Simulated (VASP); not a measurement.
# Ti in VASP: a series of runs, part 2 of 2

VASP 6.6.1.

## 6. Single point, PBE

INCAR reads:

```
SYSTEM = Ti
PREC = Accurate ; ENCUT = 520
EDIFF = 1E-6 ; ISMEAR = 1
SIGMA = 0.1 ; LREAL = .FALSE.
LASPH = .TRUE. ; NELM = 60
ALGO = Normal ; ISIF = 2
LWAVE = .FALSE. ; LCHARG = .TRUE.
GGA = PE ; LELF = .TRUE.
LVHAR = .TRUE. ; NBANDS = 19
```

KPOINTS reads:

```
regular mesh
0
G
  8 8 4
  0 0 0
```

POSCAR reads:

```
Ti
1.0
    2.9500000000      0.0000000000      0.0000000000
   -1.4750000000      2.5547749412      0.0000000000
    0.0000000000      0.0000000000      4.6800000000
Ti
2
Direct
    0.6861620000      0.3268800000      0.7484870000
    0.3379730000      0.6729080000      0.2487300000
```

Potentials or basis: VASP PAW PBE potentials, release 64 (Ti_sv).

The run is started by

```
cat potpaw_PBE.64/Ti_sv/POTCAR > POTCAR
mpirun -np 1 vasp_std > vasp.out
```

OUTCAR:

```text
SYSTEM = Ti
   PREC = Accurate
   ENCUT = 520
   EDIFF = 1E-6
   ISMEAR = 1
   LREAL = .FALSE.
   LASPH = .TRUE.
   NELM = 60
   ISIF = 2
   GGA = PE

 ion  position               nearest neighbor table
   1  0.686  0.327  0.748-   2 2.87   2 2.87   2 2.87   2 2.88
   2  0.338  0.673  0.249-   1 2.87   1 2.87   1 2.87   1 2.88

  LATTYP: Found a hexagonal cell.
 ALAT       =     2.9500000000
 C/A-ratio  =     1.5864406780

  Lattice vectors:

 A1 = (   2.9500000000,   0.0000000000,   0.0000000000)
 A2 = (  -1.4750000000,   2.5547749412,   0.0000000000)
 A3 = (   0.0000000000,   0.0000000000,   4.6800000000)

Analysis of symmetry for initial positions (statically):
=====================================================================
 Subroutine PRICEL returns:
 Original cell was already a primitive cell.

 Routine SETGRP: Setting up the symmetry group for a
 hexagonal supercell.

 Subroutine GETGRP returns: Found  2 space group operations
 (whereof  1 operations were pure point group operations)
 out of a pool of 24 trial point group operations.

The static configuration has the point symmetry C_1 .
 The point group associated with its full space group is S_2 .

Analysis of symmetry for dynamics (positions and initial velocities):
=====================================================================
 Subroutine PRICEL returns:
 Original cell was already a primitive cell.

 Routine SETGRP: Setting up the symmetry group for a
 hexagonal supercell.

 Subroutine GETGRP returns: Found  2 space group operations
 (whereof  1 operations were pure point group operations)
 out of a pool of 24 trial point group operations.

The dynamic configuration has the point symmetry C_1 .
 The point group associated with its full space group is S_2 .

 Subroutine INISYM returns: Found  2 space group operations
 (whereof  1 operations are pure point group operations),
 and found     1 'primitive' translations

----------------------------------------------------------------------------------------

                                     Primitive cell

  volume of cell :      35.2712

  direct lattice vectors                    reciprocal lattice vectors
     2.950000000  0.000000000  0.000000000     0.338983051  0.195711956  0.000000000
    -1.475000000  2.554774941  0.000000000     0.000000000  0.391423911  0.000000000
     0.000000000  0.000000000  4.680000000     0.000000000  0.000000000  0.213675214

  length of vectors
     2.950000000  2.950000000  4.680000000     0.391423911  0.391423911  0.213675214

  position of ions in fractional coordinates (direct lattice)
     0.686162000  0.326880000  0.748487000
     0.337973000  0.672908000  0.248730000

  ion indices of the primitive-cell ions
   primitive index   ion index
                 1           1
                 2           2

----------------------------------------------------------------------------------------

 KPOINTS: regular mesh

Automatic generation of k-mesh.
 Grid dimensions read from file:
 generate k-points for:    8    8    4

 Generating k-lattice:

  Cartesian coordinates                     Fractional coordinates (reciprocal lattice)
     0.042372881  0.024463994  0.000000000     0.125000000 -0.000000000  0.000000000
     0.000000000  0.048927989  0.000000000     0.000000000  0.125000000  0.000000000
     0.000000000  0.000000000  0.053418803     0.000000000  0.000000000  0.250000000

  Length of vectors
     0.048927989  0.048927989  0.053418803

  Shift w.r.t. Gamma in fractional coordinates (k-lattice)
     0.000000000  0.000000000  0.000000000

 Subroutine IBZKPT returns following result:
 ===========================================

 Found    132 irreducible k-points:

 Following reciprocal coordinates:
            Coordinates               Weight
  0.000000  0.000000  0.000000      1.000000
  0.125000  0.000000  0.000000      2.000000
  0.000000  0.125000  0.000000      2.000000
 -0.125000  0.125000  0.000000      2.000000
  0.250000  0.000000  0.000000      2.000000
  0.000000  0.250000  0.000000      2.000000
[... 16 lines left out ...]
  0.375000  0.125000  0.000000      2.000000
 -0.125000  0.500000  0.000000      2.000000
 [... further k-points ...]
   k-points           NKPTS =    132   k-points in BZ     NKDIM =    132   number of bands    NBANDS=     19
   number of dos      NEDOS =    301   number of ions     NIONS =      2
   total plane-waves  NPLWV =  20736
   dimension x,y,z NGX =    24 NGY =   24 NGZ =   36
   dimension x,y,z NGXF=    48 NGYF=   48 NGZF=   72
   ions per type =               2
   NGX,Y,Z   is equivalent  to a cutoff of  13.53, 13.53, 12.79 a.u.
   NGXF,Y,Z  is equivalent  to a cutoff of  27.05, 27.05, 25.58 a.u.
 SYSTEM =  Ti
   PREC   = accura    normal or accurate (medium, high low for compatibility)
   ISTART =      0    job   : 0-new  1-cont  2-samecut
   ICHARG =      2    charge: 1-file 2-atom 10-const
   ISPIN  =      1    spin polarized calculation?
   LNONCOLLINEAR =      F non collinear calculations
   LSORBIT =      F    spin-orbit coupling
   LASPH  =      T    aspherical Exc in radial PAW
   ENCUT  =  520.0 eV  38.22 Ry    6.18 a.u.   5.49  5.49  8.70*2*pi/ulx,y,z
   NELM   =     60;   NELMIN=  2; NELMDL= -5     # of ELM steps
   EDIFF  = 0.1E-05   stopping-criterion for ELM
   LREAL  =      F    real-space projection
   EDIFFG = 0.1E-04   stopping-criterion for IOM
   NSW    =      0    number of steps for IOM
   IBRION =     -1    ionic relax: 0-MD 1-quasi-New 2-CG
   NFREE  =      0    steps in history (QN), initial steepest desc. (CG)
   ISIF   =      2    stress and relaxation
   ISYM   =      2    0-nonsym 1-usesym 2-fastsym
   POTIM  = 0.5000    time-step for ionic-motion
   TEBEG  =    0.0;   TEEND  =   0.0 temperature during run
   PSTRESS=    0.0 pullay stress
   NELECT =      24.0000    total number of electrons
   NUPDOWN=      -1.0000    fix difference up-down
   EMIN   =  10.00;   EMAX   =-10.00  energy-range for DOS
   EFERMI =   0.00;   METHOD = LEGACY
   ISMEAR =     1;   SIGMA  =   0.10  broadening in eV -4-tet -1-fermi 0-gaus
   EFERMI_NEDOS =   21; number of points for ismear=-14 and -15
   IALGO  =     38    algorithm
   IMIX   =      4    mixing-type and parameters
     AMIX     =   0.40;   BMIX     =  1.00
     AMIX_MAG =   1.60;   BMIX_MAG =  1.00
  volume/ion in A,a.u.               =      17.64       119.01
  Fermi-wavevector in a.u.,A,eV,Ry     =   1.439920  2.721055 28.209912  2.073370
  Thomas-Fermi vector in A             =   2.558722
   LORBIT       =      0    0 simple, 1 ext, 2 COOP (PROOUT), +10 PAW based schemes
   GGA     = PE    functional components
   LHFCALC =     F    Hartree Fock is set to
   AEXX    =    0.0000 exact exchange contribution
   IVDW    =     0    specifies the selected vdW correction
   LEPSILON=     F    determine dielectric tensor
   LRPA    =     F    only Hartree local field effects (RPA)
 non-spin polarized calculation
 Methfessel and Paxton  Order N= 1 SIGMA  =   0.10
  energy-cutoff  :      520.00
  volume of cell :       35.27
 maximum number of plane-waves:       970
 NGX is ok and might be reduce to    24

 number of electron      24.0000000 magnetization

 Free energy of the ion-electron system (eV)
  ---------------------------------------------------
  ext. energy  EPLUGINS =         0.00000000
  ---------------------------------------------------
  free energy    TOTEN  =       -15.68107120 eV

  energy without entropy =      -15.68269238  energy(sigma->0) =      -15.68161160

 E-fermi :   8.1992     XC(G=0): -11.4249

 val. band max:        8.1897331975   @ k =  -0.1250   0.1250   0.0000
 cond. band min:       8.2007294880   @ k =   0.2500   0.3750   0.2500
 fundamental gap:      0.0109962905
 Fermi energy:         8.1991516782

 k-point     1 :       0.0000    0.0000    0.0000
  band No.  band energies     occupation
      1     -48.7067      2.00000
      2     -48.5785      2.00000
      3     -25.2756      2.00000
      4     -24.6747      2.00000
      5     -24.6532      2.00000
      6     -24.6013      2.00000
[... 11 lines left out ...]
     18       9.9097     -0.00000
     19      11.1456      0.00000

 k-point     2 :       0.1250    0.0000    0.0000
  band No.  band energies     occupation
      1     -48.6924      2.00000
      2     -48.5732      2.00000
      3     -25.2427      2.00000
      4     -24.7352      2.00000
      5     -24.6790      2.00000
      6     -24.6344      2.00000
[... 476 lines left out ...]
 k-point    24 :      -0.1250    0.5000    0.0000
  band No.  band energies     occupation
      1     -48.5950      2.00000
      2     -48.5556      2.00000
      3     -25.0794      2.00000
      4     -24.9788      2.00000
      5     -24.9728      2.00000
      6     -24.8248      2.00000
[... 11 lines left out ...]
     18      11.5621      0.00000
     19      12.3423      0.00000

 [... further k-points ...]
[... 5 lines left out ...]
  --------------------------------------------------------------------------------------
  -------------------------------------------------------------------------------------
  Total       -0.4511878     -0.3009571     -0.5580654      0.1460746      0.0000332     -0.0001081
  in kB      -20.4949775    -13.6708237    -25.3498347      6.6353659      0.0015095     -0.0049124
  external PRESSURE =     -19.8385453 kB  Pullay stress =       0.0000000 kB

 VOLUME and BASIS-vectors are now :
 -----------------------------------------------------------------------------
  energy-cutoff  :      520.00
  volume of cell :       35.27
      direct lattice vectors                 reciprocal lattice vectors
     2.950000000  0.000000000  0.000000000     0.338983051  0.195711956  0.000000000
    -1.475000000  2.554774941  0.000000000     0.000000000  0.391423911  0.000000000
     0.000000000  0.000000000  4.680000000     0.000000000  0.000000000  0.213675214

 POSITION                                       TOTAL-FORCE (eV/Angst)
 -----------------------------------------------------------------------------------
      1.54203      0.83510      3.50292        -0.098333      0.050295      0.004517
      0.00448      1.71913      1.16406         0.098333     -0.050295     -0.004517
 -----------------------------------------------------------------------------------
    total drift:                               -0.000016     -0.000001     -0.000049

  FREE ENERGIE OF THE ION-ELECTRON SYSTEM (eV)
  ---------------------------------------------------
  free  energy   TOTEN  =       -15.6810712038 eV

  energy  without entropy=      -15.6826923839  energy(sigma->0) =      -15.68161160
```

It took 3.3 min on 1 thread of AMD EPYC 7R13, shared host; peak memory 0.17 GiB.

What came out:

| Item | Value |
| --- | --- |
| Free energy | -15.6811 eV |
| Pressure | -2.0 GPa |
| Largest force | 0.111 eV/Å |
| Band gap on the k mesh | zero (band 12 reaches 8.91 eV, above the bottom of band 13 at 7.90 eV) |

Forces in eV/Å, atoms in the order of the input:
```
Ti  -0.098  0.050  0.005
Ti   0.098 -0.050 -0.005
```

## 7. The runs side by side

| k mesh | smearing | gap on the mesh (eV) | pressure (GPa) |
| --- | --- | --- | --- |
| 9 × 9 × 5 | methfessel-paxton 0.05 eV | none | -1.9 |
| 9 × 9 × 5 | methfessel-paxton 0.025 eV | none | -1.8 |
| 9 × 9 × 5 | methfessel-paxton 0.01 eV | none | -1.9 |
| 9 × 9 × 5 | methfessel-paxton 0.005 eV | none | -1.8 |
| 8 × 8 × 4 | methfessel-paxton 0.1 eV | none | -2.0 |

Some of these runs hold the atoms at other places in the same cell, which the table doesn't show; runs alike in all that it shows share one row.

Alike in all rows: task single point; level PBE; potentials or basis VASP PAW PBE potentials, release 64 (Ti_sv); no spin polarisation; cell as given; cutoff (eV) 520.

Every run on the cell as given and a fine mesh finds a metal.

Absolute energies hang on the potentials; compare differences alone.
